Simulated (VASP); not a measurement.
Input of a VASP 6.6.1 run:

File INCAR:

```
PREC = Accurate ; ENCUT = 520
EDIFF = 1E-6 ; ISMEAR = 0
SIGMA = 0.15 ; LREAL = F
LASPH = T ; NELM = 80
ALGO = Normal ; ISIF = 2
LWAVE = F ; LCHARG = F
GGA = PS ; NBANDS = 13
```

File KPOINTS:

```
Automatic mesh
0
Gamma
  20 20 20
```

Contents of POSCAR:

```
W
1.0
    0.0000000000      1.8676000000      1.9488000000
    1.8676000000      0.0000000000      1.9488000000
    1.8676000000      1.8676000000      0.0000000000
W
1
Direct
    0.0000000000      0.0000000000      0.0000000000
```

Potentials or basis: VASP PAW PBE potentials, release 64 (W_sv).

Run with:

```bash
$ cat potpaw_PBE.64/W_sv/POTCAR > POTCAR
$ mpirun -np 1 vasp_std > vasp.out
```

(1) What does it give for the pressure?

(2) Predict the band gap on the k mesh.

## Answers

(1) 68.7 GPa.

(2) zero (band 7 reaches 17.84 eV, above the bottom of band 8 at 12.33 eV).

Caveat: the cell differs from its parent crystal (strain -0.080 along x and y, -0.040 along z); the PAW data sets were made with another functional, which shifts forces and pressure a little; spin-orbit coupling is left out, which moves the levels of the heavy elements.
